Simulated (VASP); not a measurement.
# Sb in VASP: single point with PBE

Aim: the single point of Sb with PBE.

All numbers are computed with VASP 6.6.1; they aren't measurements. Logs are shortened: lines on timing, memory, paths and dates and some standing lists are left out, and cuts for length are marked.

## (1) The cell of the first run

The cell holds a cluster in a box, 1 atom: a = 8.000 Å, b = 8.600 Å, c = 9.100 Å, α = 90.00°, β = 90.00°, γ = 90.00°.

## (2) Single point, PBE, collinear spin, ferromagnetic start

INCAR

```
SYSTEM = Sb
ALGO = Normal
EDIFF = 1E-6
ENCUT = 400
GGA = PE
GGA_COMPAT = .False.
ISIF = 2
ISMEAR = -1
ISPIN = 2
LASPH = .True.
LCHARG = .True.
LELF = .True.
LORBIT = 11
LREAL = .False.
LVHAR = .True.
LWAVE = .False.
MAGMOM = 3
NBANDS = 12
NELM = 200
PREC = Accurate
SIGMA = 0.1
```

KPOINTS

```
k-points
0
Gamma
  1 1 1
  0 0 0
```

POSCAR

```
Sb
1.0
    8.0000000000      0.0000000000      0.0000000000
    0.0000000000      8.6000000000      0.0000000000
    0.0000000000      0.0000000000      9.1000000000
Sb
1
Direct
    0.2100000000      0.4400000000      0.5900000000
```

Potentials or basis: VASP PAW PBE potentials, release 64 (Sb).

Launch:

```console
> cat potpaw_PBE.64/Sb/POTCAR > POTCAR
> mpirun -np 1 vasp_gam > vasp.out
```

OUTCAR:

```text
SYSTEM = Sb
   EDIFF = 1E-6
   ENCUT = 400
   GGA = PE
   ISIF = 2
   ISMEAR = -1
   ISPIN = 2
   LASPH = .True.
   LORBIT = 11
   LREAL = .False.
   NELM = 200
   PREC = Accurate

 ion  position               nearest neighbor table
   1  0.210  0.440  0.590-

  LATTYP: Found a simple orthorhombic cell.
 ALAT       =     8.0000000000
 B/A-ratio  =     1.0750000000
 C/A-ratio  =     1.1375000000

  Lattice vectors:

 A1 = (   8.0000000000,   0.0000000000,   0.0000000000)
 A2 = (   0.0000000000,   8.6000000000,   0.0000000000)
 A3 = (   0.0000000000,   0.0000000000,   9.1000000000)

Analysis of symmetry for initial positions (statically):
=====================================================================
 Subroutine PRICEL returns:
 Original cell was already a primitive cell.

 Routine SETGRP: Setting up the symmetry group for a
 simple orthorhombic supercell.

 Subroutine GETGRP returns: Found  8 space group operations
 (whereof  1 operations were pure point group operations)
 out of a pool of  8 trial point group operations.

The static configuration has the point symmetry C_1 .
 The point group associated with its full space group is D_2h.

Analysis of symmetry for dynamics (positions and initial velocities):
=====================================================================
 Subroutine PRICEL returns:
 Original cell was already a primitive cell.

 Routine SETGRP: Setting up the symmetry group for a
 simple orthorhombic supercell.

 Subroutine GETGRP returns: Found  8 space group operations
 (whereof  1 operations were pure point group operations)
 out of a pool of  8 trial point group operations.

The dynamic configuration has the point symmetry C_1 .
 The point group associated with its full space group is D_2h.

Analysis of structural, dynamic, and magnetic symmetry:
=====================================================================
 Subroutine PRICEL returns:
 Original cell was already a primitive cell.

 Routine SETGRP: Setting up the symmetry group for a
 simple orthorhombic supercell.

 Subroutine GETGRP returns: Found  8 space group operations
 (whereof  1 operations were pure point group operations)
 out of a pool of  8 trial point group operations.

The overall configuration has the point symmetry C_1 .
 The point group associated with its full space group is D_2h.

 Subroutine INISYM returns: Found  8 space group operations
 (whereof  1 operations are pure point group operations),
 and found     1 'primitive' translations

----------------------------------------------------------------------------------------

                                     Primitive cell

  volume of cell :     626.0800

  direct lattice vectors                    reciprocal lattice vectors
     8.000000000  0.000000000  0.000000000     0.125000000  0.000000000  0.000000000
     0.000000000  8.600000000  0.000000000     0.000000000  0.116279070  0.000000000
     0.000000000  0.000000000  9.100000000     0.000000000  0.000000000  0.109890110

  length of vectors
     8.000000000  8.600000000  9.100000000     0.125000000  0.116279070  0.109890110

  position of ions in fractional coordinates (direct lattice)
     0.210000000  0.440000000  0.590000000

  ion indices of the primitive-cell ions
   primitive index   ion index
                 1           1

----------------------------------------------------------------------------------------

 KPOINTS: k-points

Automatic generation of k-mesh.
 Grid dimensions read from file:
 generate k-points for:    1    1    1

 Generating k-lattice:

  Cartesian coordinates                     Fractional coordinates (reciprocal lattice)
     0.125000000  0.000000000  0.000000000     1.000000000  0.000000000  0.000000000
     0.000000000  0.116279070  0.000000000     0.000000000  1.000000000  0.000000000
     0.000000000  0.000000000  0.109890110     0.000000000  0.000000000  1.000000000

  Length of vectors
     0.125000000  0.116279070  0.109890110

  Shift w.r.t. Gamma in fractional coordinates (k-lattice)
     0.000000000  0.000000000  0.000000000

 Subroutine IBZKPT returns following result:
 ===========================================

 Found      1 irreducible k-points:

 Following reciprocal coordinates:
            Coordinates               Weight
  0.000000  0.000000  0.000000      1.000000
   k-points           NKPTS =      1   k-points in BZ     NKDIM =      1   number of bands    NBANDS=     12
   number of dos      NEDOS =    301   number of ions     NIONS =      1
   total plane-waves  NPLWV = 181440
   dimension x,y,z NGX =    54 NGY =   56 NGZ =   60
   dimension x,y,z NGXF=   108 NGYF=  112 NGZF=  120
   ions per type =               1
   NGX,Y,Z   is equivalent  to a cutoff of  11.22, 10.83, 10.96 a.u.
   NGXF,Y,Z  is equivalent  to a cutoff of  22.44, 21.65, 21.92 a.u.
 SYSTEM =  Sb
   PREC   = accura    normal or accurate (medium, high low for compatibility)
   ISTART =      0    job   : 0-new  1-cont  2-samecut
   ICHARG =      2    charge: 1-file 2-atom 10-const
   ISPIN  =      2    spin polarized calculation?
   LNONCOLLINEAR =      F non collinear calculations
   LSORBIT =      F    spin-orbit coupling
   LASPH  =      T    aspherical Exc in radial PAW
   ENCUT  =  400.0 eV  29.40 Ry    5.42 a.u.  13.05 14.02 14.84*2*pi/ulx,y,z
   NELM   =    200;   NELMIN=  2; NELMDL= -5     # of ELM steps
   EDIFF  = 0.1E-05   stopping-criterion for ELM
   LREAL  =      F    real-space projection
   EDIFFG = 0.1E-04   stopping-criterion for IOM
   NSW    =      0    number of steps for IOM
   IBRION =     -1    ionic relax: 0-MD 1-quasi-New 2-CG
   NFREE  =      0    steps in history (QN), initial steepest desc. (CG)
   ISIF   =      2    stress and relaxation
   ISYM   =      2    0-nonsym 1-usesym 2-fastsym
   POTIM  = 0.5000    time-step for ionic-motion
   TEBEG  =    0.0;   TEEND  =   0.0 temperature during run
   PSTRESS=    0.0 pullay stress
   NELECT =       5.0000    total number of electrons
   NUPDOWN=      -1.0000    fix difference up-down
   EMIN   =  10.00;   EMAX   =-10.00  energy-range for DOS
   EFERMI =   0.00;   METHOD = LEGACY
   ISMEAR =    -1;   SIGMA  =   0.10  broadening in eV -4-tet -1-fermi 0-gaus
   EFERMI_NEDOS =   21; number of points for ismear=-14 and -15
   IALGO  =     38    algorithm
   IMIX   =      4    mixing-type and parameters
     AMIX     =   0.40;   BMIX     =  1.00
     AMIX_MAG =   1.60;   BMIX_MAG =  1.00
  volume/ion in A,a.u.               =     626.08      4225.00
  Fermi-wavevector in a.u.,A,eV,Ry     =   0.327231  0.618378  1.456917  0.107080
  Thomas-Fermi vector in A             =   1.219780
   LORBIT       =     11    0 simple, 1 ext, 2 COOP (PROOUT), +10 PAW based schemes
   GGA     = PE    functional components
   LHFCALC =     F    Hartree Fock is set to
   AEXX    =    0.0000 exact exchange contribution
   IVDW    =     0    specifies the selected vdW correction
   LEPSILON=     F    determine dielectric tensor
   LRPA    =     F    only Hartree local field effects (RPA)
 spin polarized calculation
  energy-cutoff  :      400.00
  volume of cell :      626.08
 maximum number of plane-waves:      5668
 NGX is ok and might be reduce to    54
   NGX = 27   NGY = 29   NGZ = 29

 number of electron       5.0000000 magnetization       2.9996018

 Free energy of the ion-electron system (eV)
  ---------------------------------------------------
  ext. energy  EPLUGINS =         0.00000000
  ---------------------------------------------------
  free energy    TOTEN  =        -1.41227484 eV

  energy without entropy =       -1.41185282  energy(sigma->0) =       -1.41206383

 E-fermi :  -3.9080     XC(G=0):  -1.3179

 val. band max:       -4.8638909969   @ k =   0.0000   0.0000   0.0000
 cond. band min:      -2.9540110953   @ k =   0.0000   0.0000   0.0000
 fundamental gap:      1.9098799015
 Fermi energy:        -3.9079505369

 spin component 1

 k-point     1 :       0.0000    0.0000    0.0000
  band No.  band energies     occupation
      1     -12.8272      1.00000
      2      -4.8752      0.99994
      3      -4.8718      0.99993
      4      -4.8639      0.99993
      5      -0.5769      0.00000
      6       0.9545      0.00000
      7       1.0327      0.00000
      8       1.4904      0.00000
      9       1.7140      0.00000
     10       1.9255      0.00000
     11       2.0381      0.00000
     12       2.0703      0.00000
 Fermi energy:        -3.9079505369

 spin component 2

 k-point     1 :       0.0000    0.0000    0.0000
  band No.  band energies     occupation
      1     -11.0186      1.00000
      2      -2.9540      0.00007
      3      -2.9478      0.00007
      4      -2.9344      0.00006
      5       0.2566      0.00000
      6       1.8754      0.00000
      7       2.0105      0.00000
      8       2.3375      0.00000
      9       2.5467      0.00000
     10       2.6588      0.00000
     11       2.8537      0.00000
     12       3.1447      0.00000

------------------------ aborting loop because EDIFF is reached ----------------------------------------

  FORCE on cell =-STRESS in cart. coord.  units (eV):
  Direction    XX          YY          ZZ          XY          YZ          ZX
  --------------------------------------------------------------------------------------
  -------------------------------------------------------------------------------------
  Total        0.0944935      0.0509051      0.0298112      0.0000000      0.0000000      0.0000000
  in kB        0.2418148      0.1302694      0.0762888      0.0000000      0.0000000      0.0000000
  external PRESSURE =       0.1494576 kB  Pullay stress =       0.0000000 kB

 VOLUME and BASIS-vectors are now :
 -----------------------------------------------------------------------------
  energy-cutoff  :      400.00
  volume of cell :      626.08
      direct lattice vectors                 reciprocal lattice vectors
     8.000000000  0.000000000  0.000000000     0.125000000  0.000000000  0.000000000
     0.000000000  8.600000000  0.000000000     0.000000000  0.116279070  0.000000000
     0.000000000  0.000000000  9.100000000     0.000000000  0.000000000  0.109890110

 POSITION                                       TOTAL-FORCE (eV/Angst)
 -----------------------------------------------------------------------------------
      1.68000      3.78400      5.36900         0.000000      0.000000      0.000000
 -----------------------------------------------------------------------------------
    total drift:                               -0.000000     -0.000000     -0.000001

  FREE ENERGIE OF THE ION-ELECTRON SYSTEM (eV)
  ---------------------------------------------------
  free  energy   TOTEN  =        -1.4122748400 eV

  energy  without entropy=       -1.4118528181  energy(sigma->0) =       -1.41206383

 total charge

# of ion       s       p       d       tot
------------------------------------------
    1        1.242   1.077   0.000   2.320

 magnetization (x)

# of ion       s       p       d       tot
------------------------------------------
    1       -0.008   1.077  -0.000   1.069
```

Wall time 55 s (1 thread of Intel Xeon 6975P-C, shared host); peak memory 0.52 GiB.

What came out:

| Property | Result |
| --- | --- |
| Free energy | -1.4123 eV |
| Gap between the frontier levels | 1.91 eV |
| Net moment | 3.00 μB per cell |
| Site moments | Sb +1.07 μB |
| Valence electrons inside the program's atomic spheres | Sb 2.32 |

Caveat: spin-orbit coupling is left out, which moves the levels of the heavy elements.
